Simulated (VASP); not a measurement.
Wanted: the native input for a VASP 6.6.1 run.

```
Task                   : single point
Functional             : r2SCAN
Potentials or basis    : VASP PAW PBE potentials, release 64 (Cu)
Cutoff                 : 520 eV
k mesh                 : 14 × 14 × 14
Occupations            : gaussian, width 0.1 eV
Spin                   : no spin polarisation
Dipole correction      : no
Further INCAR settings : ALGO = Normal; EDIFF = 1e-06; NBANDS = 12
```

The system is Cu.

```
Cu
1.0
     0.00000    1.84600    1.84600
     1.84600    0.00000    1.84600
     1.84600    1.84600    0.00000
Cu
1
Direct
  0.00000 0.00000 0.00000
```

These files were run (other wordings do the same):

POSCAR

```
Cu
1.0
    0.0000000000      1.8460000000      1.8460000000
    1.8460000000      0.0000000000      1.8460000000
    1.8460000000      1.8460000000      0.0000000000
Cu
1
Direct
    0.0000000000      0.0000000000      0.0000000000
```

INCAR.step1

```
SYSTEM = Cu
PREC     = Accurate       ! precision mode
ENCUT    = 520            ! plane-wave cutoff, eV
ISMEAR   = 0              ! smearing method
SIGMA    = 0.1            ! smearing width, eV
LREAL    = .False.        ! projectors in reciprocal space
LASPH    = .True.         ! aspherical terms in the spheres
NELM     = 80             ! most SCF steps
NBANDS   = 12             ! bands
GGA      = PE             ! functional
ALGO     = Normal         ! electronic algorithm
EDIFF    = 1E-4           ! SCF threshold, eV
LWAVE    = .True.         ! write WAVECAR
LCHARG   = .False.        ! write CHGCAR
```

INCAR.step2

```
SYSTEM = Cu
PREC     = Accurate       ! precision mode
ENCUT    = 520            ! plane-wave cutoff, eV
EDIFF    = 1E-6           ! SCF threshold, eV
ISMEAR   = 0              ! smearing method
SIGMA    = 0.1            ! smearing width, eV
LREAL    = .False.        ! projectors in reciprocal space
LASPH    = .True.         ! aspherical terms in the spheres
NELM     = 80             ! most SCF steps
ALGO     = Normal         ! electronic algorithm
ISIF     = 2              ! what is computed and relaxed
LWAVE    = .False.        ! write WAVECAR
LCHARG   = .False.        ! write CHGCAR
METAGGA  = R2SCAN         ! meta-GGA
LMIXTAU  = .True.       
NBANDS   = 12             ! bands
ISTART   = 1
```

KPOINTS

```
Automatic mesh
0
Gamma
  14 14 14
  0 0 0
```

Potentials or basis: VASP PAW PBE potentials, release 64 (Cu).

Run with:

```sh
$ cat potpaw_PBE.64/Cu/POTCAR > POTCAR
$ cp INCAR.step1 INCAR
$ mpirun -np 1 vasp_std > vasp.out
$ cp INCAR.step2 INCAR
$ mpirun -np 1 vasp_std > vasp.out
```

It gave:

```
Pressure : -11.7 GPa
```

Caveat: the PAW data sets were made with another functional, which shifts forces and pressure a little.

It took 40 s on 1 thread of AMD EPYC 9R45 96-Core Processor (Zen 5), with other jobs on the host, peak memory 0.1 GiB.
